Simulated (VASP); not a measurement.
A run of VASP 6.6.1 is set up as follows.

File INCAR:

```
ALGO     = Normal         # electronic algorithm
EDIFF    = 1E-6           # SCF threshold, eV
ENCUT    = 520            # plane-wave cutoff, eV
GGA      = PE             # functional
ISIF     = 2              # what is computed and relaxed
ISMEAR   = 0              # smearing method
LASPH    = True           # aspherical terms in the spheres
LCHARG   = True           # write CHGCAR
LELF     = True           # ELF
LREAL    = False          # projectors in reciprocal space
LVHAR    = True         
LWAVE    = False          # write WAVECAR
NBANDS   = 20             # bands
NELM     = 100            # most SCF steps
PREC     = Accurate       # precision mode
SIGMA    = 0.1            # smearing width, eV
```

KPOINTS

```
k-points
0
Gamma
  6 6 4
```

File POSCAR:

```
ScPb
1.0
    3.5440910289      0.0000000000      0.0000000000
   -1.7720455145      3.0692728643      0.0000000000
    0.0000000000      0.0000000000      4.7208297093
Sc Pb
1 1
Direct
    0.0000000000      0.0000000000      0.5000000000
    0.6666666667      0.3333333333      0.0000000000
```

Potentials or basis: VASP PAW PBE potentials, release 64 (Sc_sv, Pb_d).

Command:

```sh
$ cat potpaw_PBE.64/Sc_sv/POTCAR potpaw_PBE.64/Pb_d/POTCAR > POTCAR
$ mpirun -np 1 vasp_std > vasp.out
```

(1) Predict the pressure.

(2) What does it give for the band gap on the k mesh?

Results:

(1) 0.1 GPa.

(2) zero (an odd number of electrons rules out a gap without spin polarisation).

Caveat: spin-orbit coupling is left out, which moves the levels of the heavy elements.
